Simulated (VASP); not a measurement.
# GaSb (F-43m) in VASP: single point with LDA

Aim: the single point of GaSb with LDA.

Everything below comes from runs of VASP 6.6.1. Logs are shortened: lines on timing, memory, paths and dates and some standing lists are left out, and cuts for length are marked.

## 1. The cell of the first run

The structure is cubic, space group F-43m (No. 216). Conventional cell: a = 6.049 Å, b = 6.049 Å, c = 6.049 Å, α = 90.00°, β = 90.00°, γ = 90.00°. Within 3.5 Å of Ga (site symmetry -43m) lie 4 Sb at 2.62 Å. Within 3.5 Å of Sb (site symmetry -43m) lie 4 Ga at 2.62 Å.

## 2. Single point, LDA

INCAR reads:

```
SYSTEM = GaSb
ALGO     = Normal         ! electronic algorithm
EDIFF    = 1E-6           ! SCF threshold, eV
ENCUT    = 500            ! plane-wave cutoff, eV
GGA      = CA             ! functional
GGA_COMPAT= .False.      
ISIF     = 2              ! what is computed and relaxed
ISMEAR   = 0              ! smearing method
LASPH    = .True.         ! aspherical terms in the spheres
LCHARG   = .False.        ! write CHGCAR
LREAL    = .False.        ! projectors in reciprocal space
LWAVE    = .False.        ! write WAVECAR
NBANDS   = 16             ! bands
NELM     = 120            ! most SCF steps
PREC     = Accurate       ! precision mode
SIGMA    = 0.1            ! smearing width, eV
```

KPOINTS reads:

```
k-points
0
Gamma
  12 12 12
  0 0 0
```

POSCAR reads:

```
GaSb
1.0
    0.0000000000      3.0244648486      3.0244648486
    3.0244648486      0.0000000000      3.0244648486
    3.0244648486      3.0244648486      0.0000000000
Ga Sb
1 1
Direct
    0.0000000000      0.0000000000      0.0000000000
    0.2500000000      0.2500000000      0.2500000000
```

Potentials or basis: VASP PAW LDA potentials, release 64 (Ga_d, Sb).

The run is started by

```
$ cat potpaw_LDA.64/Ga_d/POTCAR potpaw_LDA.64/Sb/POTCAR > POTCAR
$ mpirun -np 1 vasp_std > vasp.out
```

OUTCAR:

```text
SYSTEM = GaSb
   EDIFF = 1E-6
   ENCUT = 500
   GGA = CA
   ISIF = 2
   ISMEAR = 0
   LASPH = .True.
   LREAL = .False.
   NELM = 120
   PREC = Accurate

 ion  position               nearest neighbor table
   1  0.000  0.000  0.000-   2 2.62   2 2.62   2 2.62   2 2.62
   2  0.250  0.250  0.250-   1 2.62   1 2.62   1 2.62   1 2.62

  LATTYP: Found a face centered cubic cell.
 ALAT       =     6.0489296972

  Lattice vectors:

 A1 = (   0.0000000000,   3.0244648486,   3.0244648486)
 A2 = (   3.0244648486,   0.0000000000,   3.0244648486)
 A3 = (   3.0244648486,   3.0244648486,   0.0000000000)

Analysis of symmetry for initial positions (statically):
=====================================================================
 Subroutine PRICEL returns:
 Original cell was already a primitive cell.

 Routine SETGRP: Setting up the symmetry group for a
 face centered cubic supercell.

 Subroutine GETGRP returns: Found 24 space group operations
 (whereof 24 operations were pure point group operations)
 out of a pool of 48 trial point group operations.

The static configuration has the point symmetry T_d .

Analysis of symmetry for dynamics (positions and initial velocities):
=====================================================================
 Subroutine PRICEL returns:
 Original cell was already a primitive cell.

 Routine SETGRP: Setting up the symmetry group for a
 face centered cubic supercell.

 Subroutine GETGRP returns: Found 24 space group operations
 (whereof 24 operations were pure point group operations)
 out of a pool of 48 trial point group operations.

The dynamic configuration has the point symmetry T_d .

 Subroutine INISYM returns: Found 24 space group operations
 (whereof 24 operations are pure point group operations),
 and found     1 'primitive' translations

----------------------------------------------------------------------------------------

                                     Primitive cell

  volume of cell :      55.3319

  direct lattice vectors                    reciprocal lattice vectors
     0.000000000  3.024464849  3.024464849    -0.165318503  0.165318503  0.165318503
     3.024464849  0.000000000  3.024464849     0.165318503 -0.165318503  0.165318503
     3.024464849  3.024464849  0.000000000     0.165318503  0.165318503 -0.165318503

  length of vectors
     4.277239208  4.277239208  4.277239208     0.286340046  0.286340046  0.286340046

  position of ions in fractional coordinates (direct lattice)
     0.000000000  0.000000000  0.000000000
     0.250000000  0.250000000  0.250000000

  ion indices of the primitive-cell ions
   primitive index   ion index
                 1           1
                 2           2

----------------------------------------------------------------------------------------

 KPOINTS: k-points

Automatic generation of k-mesh.
 Grid dimensions read from file:
 generate k-points for:   12   12   12

 Generating k-lattice:

  Cartesian coordinates                     Fractional coordinates (reciprocal lattice)
    -0.013776542  0.013776542  0.013776542     0.083333333  0.000000000  0.000000000
     0.013776542 -0.013776542  0.013776542     0.000000000  0.083333333  0.000000000
     0.013776542  0.013776542 -0.013776542     0.000000000  0.000000000  0.083333333

  Length of vectors
     0.023861670  0.023861670  0.023861670

  Shift w.r.t. Gamma in fractional coordinates (k-lattice)
     0.000000000  0.000000000  0.000000000

 Subroutine IBZKPT returns following result:
 ===========================================

 Found     72 irreducible k-points:

 Following reciprocal coordinates:
            Coordinates               Weight
  0.000000  0.000000  0.000000      1.000000
  0.083333  0.000000  0.000000      8.000000
  0.166667  0.000000  0.000000      8.000000
  0.250000  0.000000  0.000000      8.000000
  0.333333  0.000000  0.000000      8.000000
  0.416667  0.000000  0.000000      8.000000
[... 16 lines left out ...]
  0.500000  0.166667  0.000000     24.000000
 -0.416667  0.166667  0.000000     24.000000
 [... further k-points ...]
   k-points           NKPTS =     72   k-points in BZ     NKDIM =     72   number of bands    NBANDS=     16
   number of dos      NEDOS =    301   number of ions     NIONS =      2
   total plane-waves  NPLWV =  32768
   dimension x,y,z NGX =    32 NGY =   32 NGZ =   32
   dimension x,y,z NGXF=    64 NGYF=   64 NGZF=   64
   ions per type =               1   1
   NGX,Y,Z   is equivalent  to a cutoff of  12.44, 12.44, 12.44 a.u.
   NGXF,Y,Z  is equivalent  to a cutoff of  24.88, 24.88, 24.88 a.u.
 SYSTEM =  GaSb
   PREC   = accura    normal or accurate (medium, high low for compatibility)
   ISTART =      0    job   : 0-new  1-cont  2-samecut
   ICHARG =      2    charge: 1-file 2-atom 10-const
   ISPIN  =      1    spin polarized calculation?
   LNONCOLLINEAR =      F non collinear calculations
   LSORBIT =      F    spin-orbit coupling
   LASPH  =      T    aspherical Exc in radial PAW
   ENCUT  =  500.0 eV  36.75 Ry    6.06 a.u.   7.80  7.80  7.80*2*pi/ulx,y,z
   NELM   =    120;   NELMIN=  2; NELMDL= -5     # of ELM steps
   EDIFF  = 0.1E-05   stopping-criterion for ELM
   LREAL  =      F    real-space projection
[... 7 lines left out ...]
   TEBEG  =    0.0;   TEEND  =   0.0 temperature during run
   PSTRESS=    0.0 pullay stress
   NELECT =      18.0000    total number of electrons
   NUPDOWN=      -1.0000    fix difference up-down
   EMIN   =  10.00;   EMAX   =-10.00  energy-range for DOS
   EFERMI =   0.00;   METHOD = LEGACY
   ISMEAR =     0;   SIGMA  =   0.10  broadening in eV -4-tet -1-fermi 0-gaus
   EFERMI_NEDOS =   21; number of points for ismear=-14 and -15
   IALGO  =     38    algorithm
   IMIX   =      4    mixing-type and parameters
     AMIX     =   0.40;   BMIX     =  1.00
     AMIX_MAG =   1.60;   BMIX_MAG =  1.00
  volume/ion in A,a.u.               =      27.67       186.70
  Fermi-wavevector in a.u.,A,eV,Ry     =   1.125919  2.127678 17.248017  1.267693
  Thomas-Fermi vector in A             =   2.262598
   LORBIT       =      0    0 simple, 1 ext, 2 COOP (PROOUT), +10 PAW based schemes
   GGA     = CA    functional components
   LHFCALC =     F    Hartree Fock is set to
   AEXX    =    0.0000 exact exchange contribution
   IVDW    =     0    specifies the selected vdW correction
   LEPSILON=     F    determine dielectric tensor
   LRPA    =     F    only Hartree local field effects (RPA)
 non-spin polarized calculation
 Gauss-broadening in eV      SIGMA  =   0.10
  energy-cutoff  :      500.00
  volume of cell :       55.33
 maximum number of plane-waves:      1424
   NGX = 15   NGY = 15   NGZ = 15

 number of electron      17.9999989 magnetization

 Free energy of the ion-electron system (eV)
  ---------------------------------------------------
  ext. energy  EPLUGINS =         0.00000000
  ---------------------------------------------------
  free energy    TOTEN  =        -8.67377941 eV

  energy without entropy =       -8.67369875  energy(sigma->0) =       -8.67373908

 E-fermi :   5.1249     XC(G=0):  -9.5442

 val. band max:        5.0353908023   @ k =   0.0000   0.0000   0.0000
 cond. band min:       5.1553771746   @ k =   0.0000   0.0000   0.0000
 fundamental gap:      0.1199863722
 Fermi energy:         5.1248725400

 k-point     1 :       0.0000    0.0000    0.0000
  band No.  band energies     occupation
      1     -10.1784      2.00000
      2     -10.1784      2.00000
      3     -10.1784      2.00000
      4     -10.1237      2.00000
      5     -10.1237      2.00000
      6      -6.7226      2.00000
[... 8 lines left out ...]
     15      13.6574      0.00000
     16      13.6574      0.00000

 k-point     2 :       0.0833    0.0000    0.0000
  band No.  band energies     occupation
      1     -10.1806      2.00000
      2     -10.1775      2.00000
      3     -10.1775      2.00000
      4     -10.1239      2.00000
      5     -10.1239      2.00000
      6      -6.6481      2.00000
[... 8 lines left out ...]
     15      13.1044      0.00000
     16      13.1044      0.00000

 k-point     3 :       0.1667    0.0000    0.0000
  band No.  band energies     occupation
      1     -10.1865      2.00000
      2     -10.1750      2.00000
      3     -10.1750      2.00000
      4     -10.1241      2.00000
      5     -10.1241      2.00000
      6      -6.4290      2.00000
[... 8 lines left out ...]
     15      12.6167      0.00000
     16      12.6167      0.00000

 k-point     4 :       0.2500    0.0000    0.0000
  band No.  band energies     occupation
      1     -10.1944      2.00000
      2     -10.1719      2.00000
      3     -10.1719      2.00000
      4     -10.1243      2.00000
      5     -10.1243      2.00000
      6      -6.0805      2.00000
[... 8 lines left out ...]
     15      12.5985      0.00000
     16      12.5985      0.00000

 k-point     5 :       0.3333    0.0000    0.0000
  band No.  band energies     occupation
      1     -10.2022      2.00000
      2     -10.1690      2.00000
      3     -10.1690      2.00000
      4     -10.1241      2.00000
      5     -10.1241      2.00000
      6      -5.6420      2.00000
[... 8 lines left out ...]
     15      13.1367      0.00000
     16      13.1367      0.00000

 k-point     6 :       0.4167    0.0000    0.0000
  band No.  band energies     occupation
      1     -10.2079      2.00000
      2     -10.1671      2.00000
      3     -10.1671      2.00000
      4     -10.1237      2.00000
      5     -10.1237      2.00000
      6      -5.2133      2.00000
[... 8 lines left out ...]
     15      14.0954      0.00000
     16      14.0954      0.00000
[... 267 lines left out ...]
 k-point    21 :       0.3333    0.1667    0.0000
  band No.  band energies     occupation
      1     -10.2053      2.00000
      2     -10.1665      2.00000
      3     -10.1653      2.00000
      4     -10.1284      2.00000
      5     -10.1221      2.00000
      6      -5.6890      2.00000
[... 8 lines left out ...]
     15      13.6790      0.00000
     16      14.2171      0.00000

 k-point    22 :       0.4167    0.1667    0.0000
  band No.  band energies     occupation
      1     -10.2104      2.00000
      2     -10.1648      2.00000
      3     -10.1631      2.00000
      4     -10.1281      2.00000
      5     -10.1223      2.00000
      6      -5.2465      2.00000
[... 8 lines left out ...]
     15      14.3077      0.00000
     16      14.9311      0.00000

 k-point    23 :       0.5000    0.1667    0.0000
  band No.  band energies     occupation
      1     -10.2132      2.00000
      2     -10.1640      2.00000
      3     -10.1623      2.00000
      4     -10.1270      2.00000
      5     -10.1229      2.00000
      6      -4.8747      2.00000
[... 8 lines left out ...]
     15      14.8575      0.00000
     16      14.9977      0.00000

 k-point    24 :      -0.4167    0.1667    0.0000
  band No.  band energies     occupation
      1     -10.2130      2.00000
      2     -10.1640      2.00000
      3     -10.1629      2.00000
      4     -10.1257      2.00000
      5     -10.1240      2.00000
      6      -4.8125      2.00000
[... 8 lines left out ...]
     15      13.7295      0.00000
     16      14.1594      0.00000

 [... further k-points ...]

------------------------ aborting loop because EDIFF is reached ----------------------------------------

  FORCE on cell =-STRESS in cart. coord.  units (eV):
  Direction    XX          YY          ZZ          XY          YZ          ZX
  --------------------------------------------------------------------------------------
  -------------------------------------------------------------------------------------
  Total        0.0646138      0.0646138      0.0646138      0.0000000      0.0000000      0.0000000
  in kB        1.8709431      1.8709431      1.8709431      0.0000000      0.0000000      0.0000000
  external PRESSURE =       1.8709431 kB  Pullay stress =       0.0000000 kB

 VOLUME and BASIS-vectors are now :
 -----------------------------------------------------------------------------
  energy-cutoff  :      500.00
  volume of cell :       55.33
      direct lattice vectors                 reciprocal lattice vectors
     0.000000000  3.024464849  3.024464849    -0.165318503  0.165318503  0.165318503
     3.024464849  0.000000000  3.024464849     0.165318503 -0.165318503  0.165318503
     3.024464849  3.024464849  0.000000000     0.165318503  0.165318503 -0.165318503

 POSITION                                       TOTAL-FORCE (eV/Angst)
 -----------------------------------------------------------------------------------
      0.00000      0.00000      0.00000        -0.000000     -0.000000     -0.000000
      1.51223      1.51223      1.51223         0.000000      0.000000      0.000000
 -----------------------------------------------------------------------------------
    total drift:                                0.000000      0.000000      0.000001

  FREE ENERGIE OF THE ION-ELECTRON SYSTEM (eV)
  ---------------------------------------------------
  free  energy   TOTEN  =        -8.6737794061 eV

  energy  without entropy=       -8.6736987514  energy(sigma->0) =       -8.67373908
```

Wall time 79 s (1 thread of Intel Xeon 8259CL, shared host); peak memory 0.2 GiB.

Results:

```yaml
Free_energy: -8.6738 eV
Pressure: 0.2 GPa
Band_gap_on_the_k_mesh: 0.12 eV
```

Levels at points of the mesh, in eV from the valence-band top:
```
           k point  band 7  band 8  band 9  band 10  band 11  band 12
(0.00, 0.00, 0.00)    0.00    0.00    0.00     0.12     2.74     2.74
(0.50, 0.00, 0.00)   -6.58   -1.21   -1.21     0.37     3.71     3.71
(0.50, 0.50, 0.00)   -7.01   -2.70   -2.70     0.80     1.10     8.80
```

Caveat: semilocal functionals underestimate gaps, and a narrow one can read as zero; spin-orbit coupling is left out, which moves the levels of the heavy elements. A k mesh can miss the band edges.
